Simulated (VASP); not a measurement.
# LiMg (Pmma) in VASP: a series of runs

Runs on LiMg. Level: LDA. Tasks: single point.

All numbers are computed with VASP 6.6.1; they aren't measurements. Logs are shortened: lines on timing, memory, paths and dates and some standing lists are left out, and cuts for length are marked.

**1. The cell of the first run**

Symmetry: Pmma, No. 51, orthorhombic system. Conventional cell: a = 4.743 Å, b = 3.225 Å, c = 4.764 Å, α = 90.00°, β = 90.00°, γ = 90.00°. Within 3.8 Å of Li (site symmetry mm2) lie 8 Mg at 2.87 to 2.88 Å and 6 Li at 3.22 to 3.41 Å. Mg (site symmetry mm2) has 8 Li at 2.87 to 2.88 Å and 6 Mg at 3.22 to 3.40 Å within 3.8 Å.

**2. Single point, LDA**

File INCAR:

```
ALGO = Normal ; EDIFF = 1E-7
ENCUT = 520 ; ISIF = 2
ISMEAR = 1 ; LASPH = T
LCHARG = F ; LREAL = F
LWAVE = F ; NBANDS = 13
NELM = 60 ; PREC = Accurate
SIGMA = 0.05
```

File KPOINTS:

```
k-points
0
Gamma
  5 7 5
```

File POSCAR:

```
LiMg
1.0
    4.7430872880      0.0000000000      0.0000000000
    0.0000000000      3.2249749514      0.0000000000
    0.0000000000      0.0000000000      4.7636850386
Li Mg
2 2
Direct
    0.7500000000      0.0000000000      0.2571170000
    0.2500000000      0.0000000000      0.7428830000
    0.2500000000      0.5000000000      0.2438730000
    0.7500000000      0.5000000000      0.7561270000
```

Potentials or basis: VASP PAW LDA potentials, release 64 (Li_sv, Mg).

Command:

```console
> cat potpaw_LDA.64/Li_sv/POTCAR potpaw_LDA.64/Mg/POTCAR > POTCAR
> mpirun -np 1 vasp_std > vasp.out
```

OUTCAR:

```text
EDIFF = 1E-7
   ENCUT = 520
   ISIF = 2
   ISMEAR = 1
   LASPH = T
   LREAL = F
   NELM = 60
   PREC = Accurate

 ion  position               nearest neighbor table
   1  0.750  0.000  0.257-   3 2.87   3 2.87   3 2.87   3 2.87   4 2.87   4 2.87   4 2.88   4 2.88

   2  0.250  0.000  0.743-   4 2.87   4 2.87   4 2.87   4 2.87   3 2.87   3 2.87   3 2.88   3 2.88

   3  0.250  0.500  0.244-   1 2.87   1 2.87   1 2.87   1 2.87   2 2.87   2 2.87   2 2.88   2 2.88
                             4 3.32   4 3.32   4 3.40   4 3.40
   4  0.750  0.500  0.756-   2 2.87   2 2.87   2 2.87   2 2.87   1 2.87   1 2.87   1 2.88   1 2.88
                             3 3.32   3 3.32   3 3.40   3 3.40

  LATTYP: Found a simple orthorhombic cell.
 ALAT       =     3.2249749514
 B/A-ratio  =     1.4707361637
 C/A-ratio  =     1.4771231127

  Lattice vectors:

 A1 = (   0.0000000000,  -3.2249749514,   0.0000000000)
 A2 = (   4.7430872880,   0.0000000000,   0.0000000000)
 A3 = (   0.0000000000,   0.0000000000,   4.7636850386)

Analysis of symmetry for initial positions (statically):
=====================================================================
 Subroutine PRICEL returns:
 Original cell was already a primitive cell.

 Routine SETGRP: Setting up the symmetry group for a
 simple orthorhombic supercell.

 Subroutine GETGRP returns: Found  8 space group operations
 (whereof  4 operations were pure point group operations)
 out of a pool of  8 trial point group operations.

The static configuration has the point symmetry C_2h.
 The point group associated with its full space group is D_2h.

Analysis of symmetry for dynamics (positions and initial velocities):
=====================================================================
 Subroutine PRICEL returns:
 Original cell was already a primitive cell.

 Routine SETGRP: Setting up the symmetry group for a
 simple orthorhombic supercell.

 Subroutine GETGRP returns: Found  8 space group operations
 (whereof  4 operations were pure point group operations)
 out of a pool of  8 trial point group operations.

The dynamic configuration has the point symmetry C_2h.
 The point group associated with its full space group is D_2h.

 Subroutine INISYM returns: Found  8 space group operations
 (whereof  4 operations are pure point group operations),
 and found     1 'primitive' translations

----------------------------------------------------------------------------------------

                                     Primitive cell

  volume of cell :      72.8669

  direct lattice vectors                    reciprocal lattice vectors
     4.743087288  0.000000000  0.000000000     0.210833143  0.000000000  0.000000000
     0.000000000  3.224974951  0.000000000     0.000000000  0.310079928  0.000000000
     0.000000000  0.000000000  4.763685039     0.000000000  0.000000000  0.209921519

  length of vectors
     4.743087288  3.224974951  4.763685039     0.210833143  0.310079928  0.209921519

  position of ions in fractional coordinates (direct lattice)
     0.750000000  0.000000000  0.257117000
     0.250000000  0.000000000  0.742883000
     0.250000000  0.500000000  0.243873000
     0.750000000  0.500000000  0.756127000

  ion indices of the primitive-cell ions
   primitive index   ion index
                 1           1
                 2           2
                 3           3
                 4           4

----------------------------------------------------------------------------------------

 KPOINTS: k-points

Automatic generation of k-mesh.
 Grid dimensions read from file:
 generate k-points for:    5    7    5

 Generating k-lattice:

  Cartesian coordinates                     Fractional coordinates (reciprocal lattice)
     0.042166629  0.000000000  0.000000000     0.200000000  0.000000000  0.000000000
     0.000000000  0.044297133  0.000000000     0.000000000  0.142857143  0.000000000
     0.000000000  0.000000000  0.041984304     0.000000000  0.000000000  0.200000000

  Length of vectors
     0.042166629  0.044297133  0.041984304

  Shift w.r.t. Gamma in fractional coordinates (k-lattice)
     0.000000000  0.000000000  0.000000000

 Subroutine IBZKPT returns following result:
 ===========================================

 Found     36 irreducible k-points:

 Following reciprocal coordinates:
            Coordinates               Weight
  0.000000  0.000000  0.000000      1.000000
  0.200000  0.000000  0.000000      2.000000
  0.400000  0.000000  0.000000      2.000000
  0.000000  0.142857  0.000000      2.000000
  0.200000  0.142857  0.000000      4.000000
  0.400000  0.142857  0.000000      4.000000
[... 16 lines left out ...]
  0.200000  0.428571  0.200000      8.000000
  0.400000  0.428571  0.200000      8.000000
 [... further k-points ...]
   k-points           NKPTS =     36   k-points in BZ     NKDIM =     36   number of bands    NBANDS=     13
   number of dos      NEDOS =    301   number of ions     NIONS =      4
   total plane-waves  NPLWV =  31104
   dimension x,y,z NGX =    36 NGY =   24 NGZ =   36
   dimension x,y,z NGXF=    72 NGYF=   48 NGZF=   72
   ions per type =               2   2
   NGX,Y,Z   is equivalent  to a cutoff of  12.62, 12.37, 12.56 a.u.
   NGXF,Y,Z  is equivalent  to a cutoff of  25.24, 24.74, 25.13 a.u.
 SYSTEM =  unknown system
   PREC   = accura    normal or accurate (medium, high low for compatibility)
   ISTART =      0    job   : 0-new  1-cont  2-samecut
   ICHARG =      2    charge: 1-file 2-atom 10-const
   ISPIN  =      1    spin polarized calculation?
   LNONCOLLINEAR =      F non collinear calculations
   LSORBIT =      F    spin-orbit coupling
   LASPH  =      T    aspherical Exc in radial PAW
   ENCUT  =  520.0 eV  38.22 Ry    6.18 a.u.   8.82  6.00  8.86*2*pi/ulx,y,z
   NELM   =     60;   NELMIN=  2; NELMDL= -5     # of ELM steps
   EDIFF  = 0.1E-06   stopping-criterion for ELM
   LREAL  =      F    real-space projection
   EDIFFG = 0.1E-05   stopping-criterion for IOM
   NSW    =      0    number of steps for IOM
   IBRION =     -1    ionic relax: 0-MD 1-quasi-New 2-CG
   NFREE  =      0    steps in history (QN), initial steepest desc. (CG)
   ISIF   =      2    stress and relaxation
   ISYM   =      2    0-nonsym 1-usesym 2-fastsym
   POTIM  = 0.5000    time-step for ionic-motion
   TEBEG  =    0.0;   TEEND  =   0.0 temperature during run
   PSTRESS=    0.0 pullay stress
   NELECT =      10.0000    total number of electrons
   NUPDOWN=      -1.0000    fix difference up-down
   EMIN   =  10.00;   EMAX   =-10.00  energy-range for DOS
   EFERMI =   0.00;   METHOD = LEGACY
   ISMEAR =     1;   SIGMA  =   0.05  broadening in eV -4-tet -1-fermi 0-gaus
   EFERMI_NEDOS =   21; number of points for ismear=-14 and -15
   IALGO  =     38    algorithm
   IMIX   =      4    mixing-type and parameters
     AMIX     =   0.40;   BMIX     =  1.00
     AMIX_MAG =   1.60;   BMIX_MAG =  1.00
  volume/ion in A,a.u.               =      18.22       122.93
  Fermi-wavevector in a.u.,A,eV,Ry     =   0.844432  1.595745  9.701843  0.713065
  Thomas-Fermi vector in A             =   1.959459
   LORBIT       =      0    0 simple, 1 ext, 2 COOP (PROOUT), +10 PAW based schemes
   GGA     = CA    functional components
   LHFCALC =     F    Hartree Fock is set to
   AEXX    =    0.0000 exact exchange contribution
   IVDW    =     0    specifies the selected vdW correction
   LEPSILON=     F    determine dielectric tensor
   LRPA    =     F    only Hartree local field effects (RPA)
 non-spin polarized calculation
 Methfessel and Paxton  Order N= 1 SIGMA  =   0.05
  energy-cutoff  :      520.00
  volume of cell :       72.87
 maximum number of plane-waves:      1989
 NGX is ok and might be reduce to    36
   NGX = 17   NGY = 11   NGZ = 17

 number of electron      10.0000000 magnetization

 number of electron       9.9999995 magnetization

 Free energy of the ion-electron system (eV)
  ---------------------------------------------------
  ext. energy  EPLUGINS =         0.00000000
  ---------------------------------------------------
  free energy    TOTEN  =        -8.02388138 eV

  energy without entropy =       -8.02181768  energy(sigma->0) =       -8.02319348

 E-fermi :   2.2213     XC(G=0):  -8.5224

 val. band max:        2.2210860805   @ k =   0.4000   0.0000   0.2000
 cond. band min:       2.2245750170   @ k =   0.2000   0.4286   0.0000
 fundamental gap:      0.0034889365
 Fermi energy:         2.2213182552

 k-point     1 :       0.0000    0.0000    0.0000
  band No.  band energies     occupation
      1     -42.9440      2.00000
      2     -42.9386      2.00000
      3      -3.6703      2.00000
      4       1.3451      2.00000
      5       1.3831      2.00000
      6       2.3464     -0.00230
      7       4.4018      0.00000
      8       7.1508      0.00000
      9       7.1915      0.00000
     10       8.0692      0.00000
     11       8.2318      0.00000
     12       8.5418      0.00000
     13      13.0121      0.00000

 k-point     2 :       0.2000    0.0000    0.0000
  band No.  band energies     occupation
      1     -42.9434      2.00000
      2     -42.9391      2.00000
      3      -3.4422      2.00000
      4      -0.0880      2.00000
      5       1.5942      2.00000
      6       3.4190      0.00000
      7       5.3043      0.00000
      8       5.4750      0.00000
      9       6.2119      0.00000
     10       8.4639      0.00000
     11       9.6842      0.00000
     12      10.4133      0.00000
     13      11.8521      0.00000
[... 321 lines left out ...]
 k-point    23 :       0.2000    0.4286    0.2000
  band No.  band energies     occupation
      1     -42.9391      2.00000
      2     -42.9357      2.00000
      3      -1.0347      2.00000
      4       1.0737      2.00000
      5       2.1771      2.01726
      6       2.5035     -0.00000
      7       4.4535      0.00000
      8       4.7692      0.00000
      9       6.4024      0.00000
     10       7.3367      0.00000
     11       7.8106      0.00000
     12       8.1974      0.00000
     13       9.8488      0.00000

 k-point    24 :       0.4000    0.4286    0.2000
  band No.  band energies     occupation
      1     -42.9380      2.00000
      2     -42.9368      2.00000
      3      -0.3139      2.00000
      4       0.8374      2.00000
      5       1.5656      2.00000
      6       2.2302      0.70365
      7       4.0142      0.00000
      8       4.8976      0.00000
      9       5.4640      0.00000
     10       6.6423      0.00000
     11       8.5846      0.00000
     12       9.5354      0.00000
     13       9.7415      0.00000

 [... further k-points ...]
[... 5 lines left out ...]
  --------------------------------------------------------------------------------------
  -------------------------------------------------------------------------------------
  Total        0.2712263      0.7622340      0.2228893      0.0000000      0.0000000      0.0000000
  in kB        5.9636462     16.7597823      4.9008258      0.0000000      0.0000000      0.0000000
  external PRESSURE =       9.2080848 kB  Pullay stress =       0.0000000 kB

 VOLUME and BASIS-vectors are now :
 -----------------------------------------------------------------------------
  energy-cutoff  :      520.00
  volume of cell :       72.87
      direct lattice vectors                 reciprocal lattice vectors
     4.743087288  0.000000000  0.000000000     0.210833143  0.000000000  0.000000000
     0.000000000  3.224974951  0.000000000     0.000000000  0.310079928  0.000000000
     0.000000000  0.000000000  4.763685039     0.000000000  0.000000000  0.209921519

 POSITION                                       TOTAL-FORCE (eV/Angst)
 -----------------------------------------------------------------------------------
      3.55732      0.00000      1.22482        -0.000000      0.000000     -0.020949
      1.18577      0.00000      3.53886         0.000000      0.000000      0.020949
      1.18577      1.61249      1.16173        -0.000000     -0.000000      0.009284
      3.55732      1.61249      3.60195        -0.000000     -0.000000     -0.009284
 -----------------------------------------------------------------------------------
    total drift:                                0.000000      0.000000     -0.000000

  FREE ENERGIE OF THE ION-ELECTRON SYSTEM (eV)
  ---------------------------------------------------
  free  energy   TOTEN  =        -8.0238813773 eV

  energy  without entropy=       -8.0218176836  energy(sigma->0) =       -8.02319348
```

It took 17 s on 1 thread of Intel Xeon Platinum 8488C (Sapphire Rapids), shared host; peak memory 0.17 GiB.

Results:

```yaml
Free_energy: -8.0239 eV
Largest_force: 0.021 eV/Å
Band_gap_on_the_k_mesh: zero (band 5 reaches 3.81 eV, above the bottom of band 6 at 0.79 eV)
```

Forces in eV/Å, atoms in the order of the input:
```
Li   0.000  0.000 -0.021
Li   0.000  0.000  0.021
Mg   0.000  0.000  0.009
Mg   0.000  0.000 -0.009
```

Levels at points of the mesh, in eV from the Fermi level:
| k point | band 1 | band 2 | band 3 | band 4 | band 5 | band 6 | band 7 | band 8 | band 9 | band 10 |
| --- | --- | --- | --- | --- | --- | --- | --- | --- | --- | --- |
| (0.00, 0.00, 0.00) | -45.17 | -45.16 | -5.89 | -0.88 | -0.84 | 0.13 | 2.18 | 4.93 | 4.97 | 5.85 |

Caveat: the cutoff is under 1.25 times the usual one of these potentials, so pressure, stress and relaxed cells hold a basis-set (Pulay) error.

(Continued in part 2 of 2.)
